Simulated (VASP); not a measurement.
# CdSe (F-43m) in VASP: a series of runs, part 2 of 2

VASP 6.6.1.

### 4 Single point, r2SCAN0

This run uses another cell than the first one, of 28.36 Å³/atom.

File POSCAR:

```
CdSe
1.0
    0.0000000000      3.0496647307      3.0496647307
    3.0496647307      0.0000000000      3.0496647307
    3.0496647307      3.0496647307      0.0000000000
Cd Se
1 1
Direct
    0.0000000000      0.0000000000      0.0000000000
    0.2500000000      0.2500000000      0.2500000000
```

File INCAR.step1:

```
SYSTEM = CdSe
PREC = Accurate
ENCUT = 520
EDIFF = 1E-5
ISMEAR = -1
SIGMA = 0.05
LREAL = .FALSE.
LASPH = .TRUE.
NELM = 80
ALGO = Normal
ISIF = 2
LWAVE = .TRUE.
LCHARG = .FALSE.
GGA = PE
NBANDS = 16
```

File INCAR.step2:

```
SYSTEM = CdSe
PREC = Accurate
ENCUT = 520
EDIFF = 1E-7
ISMEAR = -1
SIGMA = 0.05
LREAL = .FALSE.
LASPH = .TRUE.
NELM = 80
ALGO = Normal
ISIF = 2
LWAVE = .FALSE.
LCHARG = .FALSE.
METAGGA = R2SCAN
LHFCALC = .TRUE.
AEXX = 0.25
LMIXTAU = .TRUE.
PRECFOCK = Normal
ISTART = 1
NBANDS = 16
```

File KPOINTS:

```
Automatic mesh
0
G
  4 4 4
  0 0 0
```

Command:

```console
cat potpaw_PBE.64/Cd/POTCAR potpaw_PBE.64/Se/POTCAR > POTCAR
cp INCAR.step1 INCAR
mpirun -np 1 vasp_std > vasp.out
cp INCAR.step2 INCAR
mpirun -np 1 vasp_std > vasp.out
```

It took 22 min on 1 thread of AMD EPYC 7R43 (Zen 3), shared host; peak memory 0.17 GiB.

The run converged. Its results:

```
Free energy            : -30.4273 eV
Pressure               : 0.5 GPa
Band gap on the k mesh : 2.51 eV
```

Levels at points of the mesh, in eV from the valence-band top:
| k point | band 6 | band 7 | band 8 | band 9 | band 10 | band 11 | band 12 | band 13 |
| --- | --- | --- | --- | --- | --- | --- | --- | --- |
| (0.00, 0.00, 0.00) | -8.96 | 0.00 | 0.00 | 0.00 | 2.51 | 8.07 | 8.07 | 8.07 |
| (0.50, 0.00, 0.00) | -8.62 | -4.70 | -0.80 | -0.80 | 4.38 | 8.51 | 8.51 | 9.42 |
| (0.50, 0.50, 0.00) | -8.53 | -4.35 | -1.99 | -1.99 | 4.85 | 5.72 | 11.40 | 12.77 |

Caveat: the k points lie up to 0.45 Å⁻¹ apart; the PAW data sets were made with another functional, which shifts forces and pressure a little.

### 5 Single point, r2SCAN0

This run uses another cell than the first one, of 29.52 Å³/atom.

File POSCAR:

```
CdSe
1.0
    0.0000000000      3.0906047130      3.0906047130
    3.0906047130      0.0000000000      3.0906047130
    3.0906047130      3.0906047130      0.0000000000
Cd Se
1 1
Direct
    0.0000000000      0.0000000000      0.0000000000
    0.2500000000      0.2500000000      0.2500000000
```

File INCAR.step1:

```
PREC     = Accurate       # precision mode
ENCUT    = 520            # plane-wave cutoff, eV
EDIFF    = 1E-5           # SCF threshold, eV
ISMEAR   = -1             # smearing method
SIGMA    = 0.05           # smearing width, eV
LREAL    = False          # projectors in reciprocal space
LASPH    = True           # aspherical terms in the spheres
NELM     = 60             # most SCF steps
ALGO     = Normal         # electronic algorithm
ISIF     = 2              # what is computed and relaxed
LWAVE    = True           # write WAVECAR
LCHARG   = False          # write CHGCAR
NBANDS   = 16             # bands
GGA      = PE             # functional
```

File INCAR.step2:

```
PREC     = Accurate       # precision mode
ENCUT    = 520            # plane-wave cutoff, eV
EDIFF    = 1E-6           # SCF threshold, eV
ISMEAR   = -1             # smearing method
SIGMA    = 0.05           # smearing width, eV
LREAL    = False          # projectors in reciprocal space
LASPH    = True           # aspherical terms in the spheres
NELM     = 60             # most SCF steps
ALGO     = Normal         # electronic algorithm
ISIF     = 2              # what is computed and relaxed
LWAVE    = False          # write WAVECAR
LCHARG   = False          # write CHGCAR
METAGGA  = R2SCAN         # meta-GGA
LHFCALC  = True           # exact exchange
AEXX     = 0.25           # exact-exchange fraction
LMIXTAU  = True         
PRECFOCK = Normal       
NBANDS   = 16             # bands
ISTART   = 1
```

File KPOINTS:

```
Automatic mesh
0
Gamma
  4 4 4
```

Potentials or basis: VASP PAW PBE potentials, release 64 (Cd, Se).

Command:

```console
cat potpaw_PBE.64/Cd/POTCAR potpaw_PBE.64/Se/POTCAR > POTCAR
cp INCAR.step1 INCAR
mpirun -np 1 vasp_std > vasp.out
cp INCAR.step2 INCAR
mpirun -np 1 vasp_std > vasp.out
```

OUTCAR:

```text
PREC = Accurate
   ENCUT = 520
   EDIFF = 1E-6
   ISMEAR = -1
   LREAL = False
   LASPH = True
   NELM = 60
   ISIF = 2
   METAGGA = R2SCAN
   LHFCALC = True
   AEXX = 0.25
   PRECFOCK = Normal
   ISTART = 1

 ion  position               nearest neighbor table
   1  0.000  0.000  0.000-   2 2.68   2 2.68   2 2.68   2 2.68
   2  0.250  0.250  0.250-   1 2.68   1 2.68   1 2.68   1 2.68

  LATTYP: Found a face centered cubic cell.
[... 330 lines left out ...]
     16      14.8164      0.00000

------------------------ aborting loop because EDIFF is reached ----------------------------------------

  FORCE on cell =-STRESS in cart. coord.  units (eV):
  Direction    XX          YY          ZZ          XY          YZ          ZX
  --------------------------------------------------------------------------------------
  -------------------------------------------------------------------------------------
  Total       -0.5943202     -0.5943202     -0.5943202      0.0000000      0.0000000     -0.0000000
  in kB      -16.1276346    -16.1276346    -16.1276346      0.0000000      0.0000000     -0.0000000
  external PRESSURE =     -16.1276346 kB  Pullay stress =       0.0000000 kB

 VOLUME and BASIS-vectors are now :
 -----------------------------------------------------------------------------
  energy-cutoff  :      520.00
  volume of cell :       59.04
      direct lattice vectors                 reciprocal lattice vectors
     0.000000000  3.090604713  3.090604713    -0.161780637  0.161780637  0.161780637
     3.090604713  0.000000000  3.090604713     0.161780637 -0.161780637  0.161780637
     3.090604713  3.090604713  0.000000000     0.161780637  0.161780637 -0.161780637

 POSITION                                       TOTAL-FORCE (eV/Angst)
 -----------------------------------------------------------------------------------
      0.00000      0.00000      0.00000        -0.000000     -0.000000      0.000000
      1.54530      1.54530      1.54530         0.000000      0.000000     -0.000000
 -----------------------------------------------------------------------------------
    total drift:                                0.000073      0.000068      0.000042

  FREE ENERGIE OF THE ION-ELECTRON SYSTEM (eV)
  ---------------------------------------------------
  free  energy   TOTEN  =       -30.4193459465 eV

  energy  without entropy=      -30.4193459465  energy(sigma->0) =      -30.41934595
```

OSZICAR.step1:

```text
N       E                     dE             d eps       ncg     rms          rms(c)
DAV:   1     0.107021834362E+03    0.10702E+03   -0.86431E+03   256   0.984E+02
DAV:   2    -0.189889901680E+01   -0.10892E+03   -0.10324E+03   312   0.246E+02
DAV:   3    -0.583634551104E+01   -0.39374E+01   -0.39322E+01   304   0.494E+01
DAV:   4    -0.585265422830E+01   -0.16309E-01   -0.16308E-01   320   0.318E+00
DAV:   5    -0.585276185764E+01   -0.10763E-03   -0.10763E-03   320   0.223E-01    0.566E+00
DAV:   6    -0.547404311913E+01    0.37872E+00   -0.56261E-01   352   0.865E+00    0.457E+00
DAV:   7    -0.545082261168E+01    0.23221E-01   -0.14442E-01   320   0.252E+00    0.201E+00
DAV:   8    -0.545201450584E+01   -0.11919E-02   -0.13572E-02   272   0.137E+00    0.243E-01
DAV:   9    -0.545228125052E+01   -0.26674E-03   -0.14191E-03   312   0.463E-01    0.494E-02
DAV:  10    -0.545236348327E+01   -0.82233E-04   -0.16186E-04   304   0.153E-01    0.465E-02
DAV:  11    -0.545242037206E+01   -0.56889E-04   -0.92112E-05   328   0.593E-02    0.171E-02
DAV:  12    -0.545242016099E+01    0.21108E-06   -0.16171E-06   208   0.146E-02
   1 F= -.54524202E+01 E0= -.54523044E+01  d E =-.231600E-03
```

Run time: 27 min. Hardware: 1 thread of AMD EPYC 7R43 (Zen 3), shared host; peak memory 0.2 GiB.

What came out:

| Item | Value |
| --- | --- |
| Free energy | -30.4193 eV |
| Pressure | -1.6 GPa |
| Band gap on the k mesh | 2.41 eV |

Caveat: the k points lie up to 0.44 Å⁻¹ apart; the PAW data sets were made with another functional, which shifts forces and pressure a little.

### 6 Single point, r2SCAN0

This run uses another cell than the first one, of 30.10 Å³/atom.

File POSCAR:

```
CdSe
1.0
    0.0000000000      3.1106741371      3.1106741371
    3.1106741371      0.0000000000      3.1106741371
    3.1106741371      3.1106741371      0.0000000000
Cd Se
1 1
Direct
    0.0000000000      0.0000000000      0.0000000000
    0.2500000000      0.2500000000      0.2500000000
```

File INCAR.step1:

```
SYSTEM = CdSe
ALGO = Normal
EDIFF = 1E-5
ENCUT = 520
GGA = PE
ISIF = 2
ISMEAR = -1
LASPH = .TRUE.
LCHARG = .FALSE.
LREAL = .FALSE.
LWAVE = .TRUE.
NBANDS = 16
NELM = 60
PREC = Accurate
SIGMA = 0.05
```

File INCAR.step2:

```
SYSTEM = CdSe
AEXX = 0.25
ALGO = Normal
EDIFF = 1E-7
ENCUT = 520
ISIF = 2
ISMEAR = -1
ISTART = 1
LASPH = .TRUE.
LCHARG = .FALSE.
LHFCALC = .TRUE.
LMIXTAU = .TRUE.
LREAL = .FALSE.
LWAVE = .FALSE.
METAGGA = R2SCAN
NBANDS = 16
NELM = 60
PREC = Accurate
PRECFOCK = Normal
SIGMA = 0.05
```

File KPOINTS:

```
k-points
0
G
  4 4 4
  0 0 0
```

Potentials or basis: VASP PAW PBE potentials, release 64 (Cd, Se).

Command:

```console
cat potpaw_PBE.64/Cd/POTCAR potpaw_PBE.64/Se/POTCAR > POTCAR
cp INCAR.step1 INCAR
mpirun -np 1 vasp_std > vasp.out
cp INCAR.step2 INCAR
mpirun -np 1 vasp_std > vasp.out
```

It took 30 min on 1 thread of AMD EPYC 7R43 (Zen 3), shared host; peak memory 0.2 GiB.

It converged, with:

| Item | Value |
| --- | --- |
| Free energy | -30.4048 eV |
| Pressure | -2.5 GPa |
| Band gap on the k mesh | 2.35 eV |

Levels at points of the mesh, in eV from the valence-band top:
```tsv
k point	band 7	band 8	band 9	band 10	band 11	band 12
(0.00, 0.00, 0.00)	0.00	0.00	0.00	2.35	8.04	8.04
(0.50, 0.00, 0.00)	-4.34	-0.71	-0.71	4.27	8.47	8.47
(0.50, 0.50, 0.00)	-4.06	-1.78	-1.78	4.93	5.64	11.05
```

Caveat: the k points lie up to 0.44 Å⁻¹ apart; the PAW data sets were made with another functional, which shifts forces and pressure a little.

### 7 The runs side by side

| cell | gap on the mesh (eV) | pressure (GPa) |
| --- | --- | --- |
| a = 4.253 Å, angles 60.0°, 2 atoms | 2.63 | 3.1 |
| a = 4.283 Å, angles 60.0°, 2 atoms | 2.57 | 1.7 |
| a = 4.313 Å, angles 60.0°, 2 atoms | 2.51 | 0.5 |
| a = 4.371 Å, angles 60.0°, 2 atoms | 2.41 | -1.6 |
| a = 4.399 Å, angles 60.0°, 2 atoms | 2.35 | -2.5 |

Alike in all rows: task single point; level r2SCAN0; potentials or basis VASP PAW PBE potentials, release 64 (Cd, Se); no spin polarisation; k mesh 4 × 4 × 4; cutoff (eV) 520; smearing fermi-dirac 0.05 eV.

Caveats: all runs use coarse meshes; the PAW data sets were made with another functional, which shifts forces and pressure a little.

Total energies depend on the potentials used, so only differences within one code and one set of settings carry meaning.
